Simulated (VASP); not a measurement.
# TaN (P-6m2) in VASP: notebook

Runs on TaN. Level: PBEsol. Tasks: single point.

All numbers are computed with VASP 6.6.1; they aren't measurements. Logs are shortened: lines on timing, memory, paths and dates and some standing lists are left out, and cuts for length are marked.

## Step 1: The cell of the first run

The structure is hexagonal, space group P-6m2 (No. 187). The conventional cell has a = 2.977 Å, b = 2.977 Å, c = 2.921 Å, α = 90.00°, β = 90.00°, γ = 120.00°. Within 3.0 Å of Ta (site symmetry -6m2) lie 6 N at 2.26 Å and 8 Ta at 2.92 to 2.98 Å. Within 3.0 Å of N (site symmetry -6m2) lie 6 Ta at 2.26 Å and 8 N at 2.92 to 2.98 Å.

## Step 2: Single point, PBEsol

Input file INCAR:

```
  PREC = Accurate
  ENCUT = 520
  EDIFF = 1E-6
  ISMEAR = -1
  SIGMA = 0.15
  LREAL = False
  LASPH = True
  NELM = 100
  ALGO = Normal
  ISIF = 2
  LWAVE = False
  LCHARG = False
  GGA = PS
  NBANDS = 15
```

Input file KPOINTS:

```
Automatic mesh
0
Gamma
  11 11 10
```

Input file POSCAR:

```
TaN
1.0
    2.9766623284      0.0000000000      0.0000000000
   -1.4883311642      2.5778655634      0.0000000000
    0.0000000000      0.0000000000      2.9209385612
Ta N
1 1
Direct
    0.3333333333      0.6666666667      0.5000000000
    0.0000000000      0.0000000000      0.0000000000
```

Potentials or basis: VASP PAW PBE potentials, release 64 (Ta_pv, N).

Launch:

```console
$ cat potpaw_PBE.64/Ta_pv/POTCAR potpaw_PBE.64/N/POTCAR > POTCAR
$ mpirun -np 1 vasp_std > vasp.out
```

OUTCAR:

```text
PREC = Accurate
   ENCUT = 520
   EDIFF = 1E-6
   ISMEAR = -1
   LREAL = False
   LASPH = True
   NELM = 100
   ISIF = 2
   GGA = PS

 ion  position               nearest neighbor table
   1  0.333  0.667  0.500-   2 2.26   2 2.26   2 2.26   2 2.26   2 2.26   2 2.26
   2  0.000  0.000  0.000-   1 2.26   1 2.26   1 2.26   1 2.26   1 2.26   1 2.26

  LATTYP: Found a hexagonal cell.
 ALAT       =     2.9766623284
 C/A-ratio  =     0.9812797822

  Lattice vectors:

 A1 = (   2.9766623284,   0.0000000000,   0.0000000000)
 A2 = (  -1.4883311642,   2.5778655634,   0.0000000000)
 A3 = (   0.0000000000,   0.0000000000,   2.9209385612)

Analysis of symmetry for initial positions (statically):
=====================================================================
 Subroutine PRICEL returns:
 Original cell was already a primitive cell.

 Routine SETGRP: Setting up the symmetry group for a
 hexagonal supercell.

 Subroutine GETGRP returns: Found 12 space group operations
 (whereof 12 operations were pure point group operations)
 out of a pool of 24 trial point group operations.

The static configuration has the point symmetry D_3h.

Analysis of symmetry for dynamics (positions and initial velocities):
=====================================================================
 Subroutine PRICEL returns:
 Original cell was already a primitive cell.

 Routine SETGRP: Setting up the symmetry group for a
 hexagonal supercell.

 Subroutine GETGRP returns: Found 12 space group operations
 (whereof 12 operations were pure point group operations)
 out of a pool of 24 trial point group operations.

The dynamic configuration has the point symmetry D_3h.

 Subroutine INISYM returns: Found 12 space group operations
 (whereof 12 operations are pure point group operations),
 and found     1 'primitive' translations

----------------------------------------------------------------------------------------

                                     Primitive cell

  volume of cell :      22.4136

  direct lattice vectors                    reciprocal lattice vectors
     2.976662328  0.000000000  0.000000000     0.335946738  0.193958912  0.000000000
    -1.488331164  2.577865563  0.000000000     0.000000000  0.387917824  0.000000000
     0.000000000  0.000000000  2.920938561     0.000000000  0.000000000  0.342355712

  length of vectors
     2.976662328  2.976662648  2.920938561     0.387917866  0.387917824  0.342355712

  position of ions in fractional coordinates (direct lattice)
     0.333333333  0.666666667  0.500000000
     0.000000000  0.000000000  0.000000000

  ion indices of the primitive-cell ions
   primitive index   ion index
                 1           1
                 2           2

----------------------------------------------------------------------------------------

 KPOINTS: Automatic mesh

Automatic generation of k-mesh.
 Grid dimensions read from file:
 generate k-points for:   11   11   10

 Generating k-lattice:

  Cartesian coordinates                     Fractional coordinates (reciprocal lattice)
     0.030540613  0.017632628  0.000000000     0.090909091  0.000000000  0.000000000
     0.000000000  0.035265257  0.000000000     0.000000000  0.090909091  0.000000000
     0.000000000  0.000000000  0.034235571     0.000000000  0.000000000  0.100000000

  Length of vectors
     0.035265261  0.035265257  0.034235571

  Shift w.r.t. Gamma in fractional coordinates (k-lattice)
     0.000000000  0.000000000  0.000000000

 Subroutine IBZKPT returns following result:
 ===========================================

 Found     96 irreducible k-points:

 Following reciprocal coordinates:
            Coordinates               Weight
  0.000000  0.000000  0.000000      1.000000
  0.090909 -0.000000  0.000000      6.000000
  0.181818 -0.000000  0.000000      6.000000
  0.272727 -0.000000  0.000000      6.000000
  0.363636 -0.000000  0.000000      6.000000
  0.454545 -0.000000  0.000000      6.000000
[... 16 lines left out ...]
  0.090909  0.090909  0.100000     12.000000
  0.181818  0.090909  0.100000     24.000000
 [... further k-points ...]
   k-points           NKPTS =     96   k-points in BZ     NKDIM =     96   number of bands    NBANDS=     15
   number of dos      NEDOS =    301   number of ions     NIONS =      2
   total plane-waves  NPLWV =  13824
   dimension x,y,z NGX =    24 NGY =   24 NGZ =   24
   dimension x,y,z NGXF=    48 NGYF=   48 NGZF=   48
   ions per type =               1   1
   NGX,Y,Z   is equivalent  to a cutoff of  13.40, 13.40, 13.66 a.u.
   NGXF,Y,Z  is equivalent  to a cutoff of  26.81, 26.81, 27.32 a.u.
 SYSTEM =  unknown system
   PREC   = accura    normal or accurate (medium, high low for compatibility)
   ISTART =      0    job   : 0-new  1-cont  2-samecut
   ICHARG =      2    charge: 1-file 2-atom 10-const
   ISPIN  =      1    spin polarized calculation?
   LNONCOLLINEAR =      F non collinear calculations
   LSORBIT =      F    spin-orbit coupling
   LASPH  =      T    aspherical Exc in radial PAW
   ENCUT  =  520.0 eV  38.22 Ry    6.18 a.u.   5.53  5.53  5.43*2*pi/ulx,y,z
   NELM   =    100;   NELMIN=  2; NELMDL= -5     # of ELM steps
   EDIFF  = 0.1E-05   stopping-criterion for ELM
   LREAL  =      F    real-space projection
   EDIFFG = 0.1E-04   stopping-criterion for IOM
   NSW    =      0    number of steps for IOM
   IBRION =     -1    ionic relax: 0-MD 1-quasi-New 2-CG
   NFREE  =      0    steps in history (QN), initial steepest desc. (CG)
   ISIF   =      2    stress and relaxation
   ISYM   =      2    0-nonsym 1-usesym 2-fastsym
   POTIM  = 0.5000    time-step for ionic-motion
   TEBEG  =    0.0;   TEEND  =   0.0 temperature during run
   PSTRESS=    0.0 pullay stress
   NELECT =      16.0000    total number of electrons
   NUPDOWN=      -1.0000    fix difference up-down
   EMIN   =  10.00;   EMAX   =-10.00  energy-range for DOS
   EFERMI =   0.00;   METHOD = LEGACY
   ISMEAR =    -1;   SIGMA  =   0.15  broadening in eV -4-tet -1-fermi 0-gaus
   EFERMI_NEDOS =   21; number of points for ismear=-14 and -15
   IALGO  =     38    algorithm
   IMIX   =      4    mixing-type and parameters
     AMIX     =   0.40;   BMIX     =  1.00
     AMIX_MAG =   1.60;   BMIX_MAG =  1.00
  volume/ion in A,a.u.               =      11.21        75.63
  Fermi-wavevector in a.u.,A,eV,Ry     =   1.463111  2.764880 29.125925  2.140695
  Thomas-Fermi vector in A             =   2.579245
   LORBIT       =      0    0 simple, 1 ext, 2 COOP (PROOUT), +10 PAW based schemes
   GGA     = PS    functional components
   LHFCALC =     F    Hartree Fock is set to
   AEXX    =    0.0000 exact exchange contribution
   IVDW    =     0    specifies the selected vdW correction
   LEPSILON=     F    determine dielectric tensor
   LRPA    =     F    only Hartree local field effects (RPA)
 non-spin polarized calculation
  energy-cutoff  :      520.00
  volume of cell :       22.41
 maximum number of plane-waves:       634
 NGX is ok and might be reduce to    24
   NGX = 11   NGY = 11   NGZ = 11

 number of electron      16.0000001 magnetization

 Free energy of the ion-electron system (eV)
  ---------------------------------------------------
  ext. energy  EPLUGINS =         0.00000000
  ---------------------------------------------------
  free energy    TOTEN  =       -23.75021239 eV

  energy without entropy =      -23.74058848  energy(sigma->0) =      -23.74540044

 E-fermi :   7.7122     XC(G=0): -13.2921

 val. band max:        7.6748627210   @ k =   0.0000   0.0000   0.4000
 cond. band min:       7.8698949158   @ k =   0.0909  -0.0000   0.5000
 fundamental gap:      0.1950321949
 Fermi energy:         7.7122104921

 k-point     1 :       0.0000    0.0000    0.0000
  band No.  band energies     occupation
      1     -27.2061      2.00000
      2     -26.9565      2.00000
      3     -26.9565      2.00000
      4      -9.7511      2.00000
      5       3.2958      2.00000
      6       3.2958      2.00000
      7       3.6393      2.00000
      8       4.8281      2.00000
      9       9.6077      0.00001
     10      11.1075      0.00000
     11      11.1075      0.00000
     12      11.4456      0.00000
     13      11.4456      0.00000
     14      20.4359      0.00000
     15      20.9573      0.00000

 k-point     2 :       0.0909   -0.0000    0.0000
  band No.  band energies     occupation
      1     -27.1964      2.00000
      2     -27.0336      2.00000
      3     -26.9732      2.00000
      4      -9.5912      2.00000
      5       2.8007      2.00000
      6       3.4167      2.00000
      7       3.8635      2.00000
      8       4.5987      2.00000
      9      10.1728      0.00000
     10      10.8005      0.00000
     11      11.1343      0.00000
     12      11.3638      0.00000
     13      11.6618      0.00000
     14      20.4143      0.00000
     15      20.9498      0.00000

 k-point     3 :       0.1818   -0.0000    0.0000
  band No.  band energies     occupation
      1     -27.2353      2.00000
      2     -27.1702      2.00000
      3     -27.0175      2.00000
      4      -9.1553      2.00000
      5       1.8080      2.00000
      6       3.7305      2.00000
      7       4.0566      2.00000
      8       4.3542      2.00000
      9      10.0080      0.00000
     10      11.1524      0.00000
     11      11.2692      0.00000
     12      11.5830      0.00000
     13      12.1174      0.00000
     14      20.3936      0.00000
     15      20.9399      0.00000
[... 343 lines left out ...]
 k-point    23 :       0.0909    0.0909    0.1000
  band No.  band energies     occupation
      1     -27.2604      2.00000
      2     -27.1574      2.00000
      3     -27.0013      2.00000
      4      -9.1319      2.00000
      5       2.2239      2.00000
      6       3.0590      2.00000
      7       3.6605      2.00000
      8       5.1629      2.00000
      9       9.7814      0.00000
     10      10.2316      0.00000
     11      11.1363      0.00000
     12      12.2038      0.00000
     13      12.5137      0.00000
     14      20.2950      0.00000
     15      20.9367      0.00000

 k-point    24 :       0.1818    0.0909    0.1000
  band No.  band energies     occupation
      1     -27.3759      2.00000
      2     -27.2230      2.00000
      3     -27.0634      2.00000
      4      -8.6571      2.00000
      5       1.3212      2.00000
      6       2.9877      2.00000
      7       3.8539      2.00000
      8       5.1987      2.00000
      9       9.4276      0.00002
     10      10.4582      0.00000
     11      11.7019      0.00000
     12      12.3457      0.00000
     13      13.4336      0.00000
     14      20.2131      0.00000
     15      20.9290      0.00000

 [... further k-points ...]

------------------------ aborting loop because EDIFF is reached ----------------------------------------

  FORCE on cell =-STRESS in cart. coord.  units (eV):
  Direction    XX          YY          ZZ          XY          YZ          ZX
  --------------------------------------------------------------------------------------
  -------------------------------------------------------------------------------------
  Total       -2.2312946     -2.2312953     -2.4811036      0.0000000     -0.0000000      0.0000000
  in kB     -159.4980021   -159.4980477   -177.3549160      0.0000000     -0.0000000      0.0000000
  external PRESSURE =    -165.4503219 kB  Pullay stress =       0.0000000 kB

 VOLUME and BASIS-vectors are now :
 -----------------------------------------------------------------------------
  energy-cutoff  :      520.00
  volume of cell :       22.41
      direct lattice vectors                 reciprocal lattice vectors
     2.976662328  0.000000000  0.000000000     0.335946738  0.193958912  0.000000000
    -1.488331164  2.577865563  0.000000000     0.000000000  0.387917824  0.000000000
     0.000000000  0.000000000  2.920938561     0.000000000  0.000000000  0.342355712

 POSITION                                       TOTAL-FORCE (eV/Angst)
 -----------------------------------------------------------------------------------
     -0.00000      1.71858      1.46047         0.000000     -0.000000      0.000000
      0.00000      0.00000      0.00000        -0.000000      0.000000      0.000000
 -----------------------------------------------------------------------------------
    total drift:                                0.000000      0.000005     -0.000000

  FREE ENERGIE OF THE ION-ELECTRON SYSTEM (eV)
  ---------------------------------------------------
  free  energy   TOTEN  =       -23.7502123910 eV

  energy  without entropy=      -23.7405884815  energy(sigma->0) =      -23.74540044
```

Wall time 41 s (1 thread of Intel Xeon 8259CL, shared host); peak memory 0.16 GiB.

What came out:

```
Free energy            : -23.7502 eV
Pressure               : -16.5 GPa
Band gap on the k mesh : zero (bands 8 and 9 overlap by 0.48 eV)
```

Stress tensor (GPa, compression positive):
```
-15.95   0.00   0.00
  0.00 -15.95   0.00
  0.00   0.00 -17.74
```

Caveat: the cell stands under tension; the PAW data sets were made with another functional, which shifts forces and pressure a little; spin-orbit coupling is left out, which moves the levels of the heavy elements.

## Step 3: Single point, PBEsol

This run uses another cell than the first one, of 11.42 Å³/atom.

Input file INCAR:

```
ALGO     = Normal         # electronic algorithm
EDIFF    = 1E-6           # SCF threshold, eV
ENCUT    = 520            # plane-wave cutoff, eV
GGA      = PS             # functional
ISIF     = 2              # what is computed and relaxed
ISMEAR   = -1             # smearing method
LASPH    = True           # aspherical terms in the spheres
LCHARG   = False          # write CHGCAR
LREAL    = False          # projectors in reciprocal space
LWAVE    = False          # write WAVECAR
NBANDS   = 15             # bands
NELM     = 80             # most SCF steps
PREC     = Accurate       # precision mode
SIGMA    = 0.15           # smearing width, eV
```

Input file KPOINTS:

```
k-points
0
Gamma
  11 11 10
```

Input file POSCAR:

```
TaN
1.0
    2.9956224723      0.0000000000      0.0000000000
   -1.4978112361      2.5942855320      0.0000000000
    0.0000000000      0.0000000000      2.9395437670
Ta N
1 1
Direct
    0.3333333333      0.6666666667      0.5000000000
    0.0000000000      0.0000000000      0.0000000000
```

Potentials or basis: VASP PAW PBE potentials, release 64 (Ta_pv, N).

Launch:

```console
$ cat potpaw_PBE.64/Ta_pv/POTCAR potpaw_PBE.64/N/POTCAR > POTCAR
$ mpirun -np 1 vasp_std > vasp.out
```

Wall time 38 s (1 thread of Intel Xeon 8259CL, shared host); peak memory 0.16 GiB.

Results (log left out):

| Property | Result |
| --- | --- |
| Free energy | -23.6988 eV |
| Pressure | -21.8 GPa |
| Band gap on the k mesh | zero (bands 8 and 9 overlap by 0.46 eV) |

Stress tensor (GPa, compression positive):
```
-21.03   0.00   0.00
  0.00 -21.03   0.00
  0.00   0.00 -23.43
```

Levels at points of the mesh, in eV from the Fermi level:
```csv
k point,band 6,band 7,band 8,band 9,band 10,band 11
"(0.00, 0.00, 0.00)",-4.33,-3.99,-2.86,1.76,3.31,3.31
"(0.00, 0.00, 0.50)",-3.56,-3.56,-0.11,-0.11,2.25,3.10
```

Caveat: the cell stands under tension; the PAW data sets were made with another functional, which shifts forces and pressure a little; spin-orbit coupling is left out, which moves the levels of the heavy elements.
